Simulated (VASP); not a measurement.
# BaTiO3 (P4mm) in VASP: notebook, part 3 of 3

VASP 6.6.1.

## (5) Single point, PBE (strain along c alone, the other axes held: -4.5 %, then relaxed in part)

Input file INCAR:

```
PREC = Accurate
ENCUT = 520
EDIFF = 1E-6
ISMEAR = 0
SIGMA = 0.02
LREAL = F
LASPH = T
NELM = 60
ALGO = Normal
ISIF = 2
LWAVE = F
LCHARG = F
GGA = PE
NBANDS = 28
```

Input file KPOINTS:

```
Automatic mesh
0
Gamma
  8 8 6
```

Input file POSCAR:

```
BaTiO3
1.0
    3.9854497974      0.0000000000      0.0000000000
    0.0000000000      3.9854497974      0.0000000000
    0.0000000000      0.0000000000      4.0114609257
Ba Ti O
1 1 3
Direct
    0.5000000000      0.5000000000      0.5800857220
    0.0000000000      0.0000000000      0.0941006075
    0.0000000000      0.5000000000      0.0647380163
    0.5000000000      0.0000000000      0.0647380163
    0.0000000000      0.0000000000      0.5563346280
```

Potentials or basis: VASP PAW PBE potentials, release 64 (Ba_sv, Ti_sv, O).

Started as:

```console
cat potpaw_PBE.64/Ba_sv/POTCAR potpaw_PBE.64/Ti_sv/POTCAR potpaw_PBE.64/O/POTCAR > POTCAR
mpirun -np 1 vasp_std > vasp.out
```

OUTCAR:

```text
PREC = Accurate
   ENCUT = 520
   EDIFF = 1E-6
   ISMEAR = 0
   LREAL = F
   LASPH = T
   NELM = 60
   ISIF = 2
   GGA = PE

 ion  position               nearest neighbor table
   1  0.500  0.500  0.580-   3 2.78   4 2.78   4 2.78   3 2.78   5 2.82   5 2.82   5 2.82   5 2.82
                             3 2.87   4 2.87   3 2.87   4 2.87   2 3.43   2 3.43   2 3.43   2 3.43
   2  0.000  0.000  0.094-   5 1.85   4 2.00   3 2.00   3 2.00   4 2.00   5 2.16   1 3.43   1 3.43
                             1 3.43   1 3.43   1 3.49   1 3.49   1 3.49   1 3.49
   3  0.000  0.500  0.065-   2 2.00   2 2.00   1 2.78   1 2.78   1 2.87   1 2.87
   4  0.500  0.000  0.065-   2 2.00   2 2.00   1 2.78   1 2.78   1 2.87   1 2.87
   5  0.000  0.000  0.556-   2 1.85   2 2.16   1 2.82   1 2.82   1 2.82   1 2.82

  LATTYP: Found a simple tetragonal cell.
 ALAT       =     3.9854497974
 C/A-ratio  =     1.0065265226

  Lattice vectors:

 A1 = (   3.9854497974,   0.0000000000,   0.0000000000)
 A2 = (   0.0000000000,   3.9854497974,   0.0000000000)
 A3 = (   0.0000000000,   0.0000000000,   4.0114609257)

Analysis of symmetry for initial positions (statically):
=====================================================================
 Subroutine PRICEL returns:
 Original cell was already a primitive cell.

 Routine SETGRP: Setting up the symmetry group for a
 simple tetragonal supercell.

 Subroutine GETGRP returns: Found  8 space group operations
 (whereof  8 operations were pure point group operations)
 out of a pool of 16 trial point group operations.

The static configuration has the point symmetry C_4v.

Analysis of symmetry for dynamics (positions and initial velocities):
=====================================================================
 Subroutine PRICEL returns:
 Original cell was already a primitive cell.

 Routine SETGRP: Setting up the symmetry group for a
[... 126 lines left out ...]
   EFERMI =   0.00;   METHOD = LEGACY
   ISMEAR =     0;   SIGMA  =   0.02  broadening in eV -4-tet -1-fermi 0-gaus
   EFERMI_NEDOS =   21; number of points for ismear=-14 and -15
   IALGO  =     38    algorithm
   IMIX   =      4    mixing-type and parameters
     AMIX     =   0.40;   BMIX     =  1.00
     AMIX_MAG =   1.60;   BMIX_MAG =  1.00
  volume/ion in A,a.u.               =      12.74        86.00
  Fermi-wavevector in a.u.,A,eV,Ry     =   1.401767  2.648955 26.734767  1.964950
  Thomas-Fermi vector in A             =   2.524595
   LORBIT       =      0    0 simple, 1 ext, 2 COOP (PROOUT), +10 PAW based schemes
   GGA     = PE    functional components
   LHFCALC =     F    Hartree Fock is set to
   AEXX    =    0.0000 exact exchange contribution
   IVDW    =     0    specifies the selected vdW correction
   LEPSILON=     F    determine dielectric tensor
   LRPA    =     F    only Hartree local field effects (RPA)
 non-spin polarized calculation
 Gauss-broadening in eV      SIGMA  =   0.02
  energy-cutoff  :      520.00
  volume of cell :       63.72
 maximum number of plane-waves:      1743
 NGX is ok and might be reduce to    30
   NGX = 15   NGY = 15   NGZ = 15

 number of electron      39.9999980 magnetization

 Free energy of the ion-electron system (eV)
  ---------------------------------------------------
  ext. energy  EPLUGINS =         0.00000000
  ---------------------------------------------------
  free energy    TOTEN  =       -39.96742944 eV

  energy without entropy =      -39.96742944  energy(sigma->0) =      -39.96742944

 E-fermi :   4.2224     XC(G=0): -11.2854

 val. band max:        3.9420558546   @ k =   0.5000   0.5000   0.5000
 cond. band min:       5.7450310445   @ k =   0.0000   0.0000   0.0000
 fundamental gap:      1.8029751899
 Fermi energy:         4.2223694336

 k-point     1 :       0.0000    0.0000    0.0000
  band No.  band energies     occupation
      1     -52.5975      2.00000
      2     -28.8696      2.00000
      3     -28.8132      2.00000
      4     -28.8132      2.00000
      5     -20.9350      2.00000
      6     -13.0269      2.00000
[... 733 lines left out ...]
     27      11.9363      0.00000
     28      12.8858      0.00000

 [... further k-points ...]
[... 5 lines left out ...]
  --------------------------------------------------------------------------------------
  -------------------------------------------------------------------------------------
  Total        2.3077688      2.3077688      3.0498404      0.0000000      0.0000000      0.0000000
  in kB       58.0290730     58.0290730     76.6885344      0.0000000      0.0000000      0.0000000
  external PRESSURE =      64.2488934 kB  Pullay stress =       0.0000000 kB

 VOLUME and BASIS-vectors are now :
 -----------------------------------------------------------------------------
  energy-cutoff  :      520.00
  volume of cell :       63.72
      direct lattice vectors                 reciprocal lattice vectors
     3.985449797  0.000000000  0.000000000     0.250912708  0.000000000  0.000000000
     0.000000000  3.985449797  0.000000000     0.000000000  0.250912708  0.000000000
     0.000000000  0.000000000  4.011460926     0.000000000  0.000000000  0.249285739

 POSITION                                       TOTAL-FORCE (eV/Angst)
 -----------------------------------------------------------------------------------
      1.99272      1.99272      2.32699         0.000000     -0.000000     -0.027944
      0.00000      0.00000      0.37748         0.000000      0.000000     -0.051567
      0.00000      1.99272      0.25969         0.000000      0.000000      0.013552
      1.99272      0.00000      0.25969         0.000000      0.000000      0.013552
      0.00000      0.00000      2.23171         0.000000      0.000000      0.052407
 -----------------------------------------------------------------------------------
    total drift:                                0.000000      0.000000     -0.000083

  FREE ENERGIE OF THE ION-ELECTRON SYSTEM (eV)
  ---------------------------------------------------
  free  energy   TOTEN  =       -39.9674294448 eV

  energy  without entropy=      -39.9674294448  energy(sigma->0) =      -39.96742944
```

stdout:

```text
POSCAR found type information on POSCAR BaTiO
 POSCAR found :  3 types and       5 ions
 scaLAPACK will be used
 LDA part: xc-table for (Slater+PW92), standard interpolation
 POSCAR, INCAR and KPOINTS ok, starting setup
 FFT: planning ... GRIDC
 FFT: planning ... GRID_SOFT
 FFT: planning ... GRID
 WAVECAR not read
 entering main loop
```

Run time: 57 s. Hardware: 1 thread of Intel Xeon 6975P-C (Granite Rapids), shared host; peak memory 0.24 GiB.

Results:

```yaml
Free_energy: -39.9674 eV
Pressure: 6.4 GPa
Largest_force: 0.052 eV/Å
Band_gap_on_the_k_mesh: 1.80 eV, indirect (least direct gap 2.14 eV)
```

Forces in eV/Å, atoms in the order of the input:
```
Ba   0.000  0.000 -0.028
Ti   0.000  0.000 -0.052
O    0.000  0.000  0.014
O    0.000  0.000  0.014
O    0.000  0.000  0.052
```

Stress tensor (GPa, compression positive):
```
5.80 0.00 0.00
0.00 5.80 0.00
0.00 0.00 7.67
```

Caveat: the cell differs from its parent crystal (strain along c alone, the other axes held: -4.5 %, then relaxed in part); spin-orbit coupling is left out, which moves the levels of the heavy elements. A k mesh can miss the band edges.

## (6) Single point, PBE

This run uses another cell than the first one, of 12.74 Å³/atom, 0.925 times its volume.

Input file INCAR:

```
SYSTEM = BaTiO3
PREC = Accurate
ENCUT = 520
EDIFF = 1E-6
ISMEAR = 0
SIGMA = 0.02
LREAL = .FALSE.
LASPH = .TRUE.
NELM = 100
ALGO = Normal
ISIF = 2
LWAVE = .FALSE.
LCHARG = .TRUE.
GGA = PE
LELF = .TRUE.
LVHAR = .TRUE.
NBANDS = 28
```

Input file KPOINTS:

```
Automatic mesh
0
G
  8 8 6
  0 0 0
```

POSCAR is that of step 5.

Potentials or basis: VASP PAW PBE potentials, release 64 (Ba_sv, Ti_sv, O).

Started as:

```console
cat potpaw_PBE.64/Ba_sv/POTCAR potpaw_PBE.64/Ti_sv/POTCAR potpaw_PBE.64/O/POTCAR > POTCAR
mpirun -np 1 vasp_std > vasp.out
```

Run time: 72 s. Hardware: 1 thread of Intel Xeon 6975P-C (Granite Rapids), shared host; peak memory 0.24 GiB.

It converged, with:

* Free energy: -39.9674 eV
* Pressure: 6.4 GPa
* Largest force: 0.052 eV/Å
* Band gap on the k mesh: 1.80 eV, indirect (least direct gap 2.14 eV)

Forces on the atoms (eV/Å):
```
Ba   0.000  0.000 -0.028
Ti   0.000  0.000 -0.052
O    0.000  0.000  0.014
O    0.000  0.000  0.014
O    0.000  0.000  0.052
```

Stress tensor (GPa, compression positive):
```
5.80 0.00 0.00
0.00 5.80 0.00
0.00 0.00 7.67
```

Levels at points of the mesh, in eV from the valence-band top:
| k point | band 16 | band 17 | band 18 | band 19 | band 20 | band 21 | band 22 | band 23 | band 24 | band 25 |
| --- | --- | --- | --- | --- | --- | --- | --- | --- | --- | --- |
| (0.00, 0.00, 0.00) | -1.34 | -1.17 | -0.38 | -0.34 | -0.34 | 1.80 | 2.10 | 2.10 | 4.06 | 4.21 |
| (0.50, 0.00, 0.00) | -1.97 | -1.85 | -1.71 | -1.05 | -0.92 | 2.23 | 3.55 | 3.60 | 4.15 | 5.94 |
| (0.50, 0.50, 0.00) | -2.79 | -1.80 | -1.03 | -1.03 | -0.09 | 3.62 | 3.62 | 3.99 | 4.76 | 7.73 |
| (0.00, 0.00, 0.50) | -2.03 | -1.99 | -1.97 | -0.71 | -0.71 | 1.97 | 3.63 | 3.63 | 4.06 | 6.13 |
| (0.50, 0.00, 0.50) | -2.72 | -1.74 | -0.92 | -0.90 | -0.22 | 3.57 | 3.64 | 3.98 | 4.91 | 7.69 |
| (0.50, 0.50, 0.50) | -2.49 | -2.44 | -0.14 | -0.14 | 0.00 | 4.23 | 4.23 | 4.23 | 6.51 | 6.71 |

Caveat: spin-orbit coupling is left out, which moves the levels of the heavy elements. A k mesh can miss the band edges.

## (7) Summary

| cell | gap on the mesh (eV) | pressure (GPa) | largest force (eV/Å) |
| --- | --- | --- | --- |
| a = 4.165, b = 4.165, c = 3.973 Å, 5 atoms | 1.66 | -5.1 | 0.07 |
| a = 3.806, b = 3.806, c = 4.011 Å, 5 atoms | 1.95 | 27.6 | 0.04 |
| a = 3.866, b = 3.866, c = 4.074 Å, 5 atoms | 1.89 | 16.8 | 0.04 |
| a = 3.985, b = 3.985, c = 4.011 Å, 5 atoms | 1.80 | 6.4 | 0.05 |

Alike in all rows: task single point; level PBE; potentials or basis VASP PAW PBE potentials, release 64 (Ba_sv, Ti_sv, O); no spin polarisation; k mesh 8 × 8 × 6; cutoff (eV) 520; smearing gaussian 0.02 eV.

Caveats: spin-orbit coupling is left out, which moves the levels of the heavy elements.

Absolute energies hang on the potentials; compare differences alone.
